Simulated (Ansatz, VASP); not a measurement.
# Two plane-wave programs on BaZrO3

```
Ba Zr O
1.0
     4.18072    0.00000    0.00000
     0.00000    4.18072    0.00000
     0.00000    0.00000    4.18072
Ba Zr O
1 1 3
Direct
  0.00000 0.00000 0.00000
  0.50000 0.50000 0.50000
  0.50000 0.50000 0.00000
  0.00000 0.50000 0.50000
  0.50000 0.00000 0.50000
```

Alike in both runs: functional PBEsol; k mesh 6 × 6 × 6; occupations gaussian, width 0.02 eV; no spin polarisation.

Ansatz relaxed the structure, and its values are those at the end. VASP's run is a single point on that final structure, the one shown.

```csv
,VASP,Ansatz
version,VASP 6.6.1,Ansatz 0.2.0
potentials or method,"VASP PAW PBE potentials, release 64 (Ba_sv, Zr_sv, O), cutoff 600 eV","scalar-relativistic, plane waves, PAW"
valence electrons in the cell,40,40
```

VASP gave:

| Quantity | Value |
| --- | --- |
| gap on the k mesh at the Fermi level (eV) | 3.12 |
| least direct gap on the mesh (eV) | 3.34 |
| pressure (GPa) | 1.0 |

Question: What did Ansatz give for the same quantities?

Answer: gap on the k mesh at the Fermi level (eV): 3.18; least direct gap on the mesh (eV): 3.36; pressure (GPa): 0.0.

VASP's potentials were made for PBE, not for PBEsol, and Ansatz warns of the same on its side.

Spin-orbit coupling is off throughout.
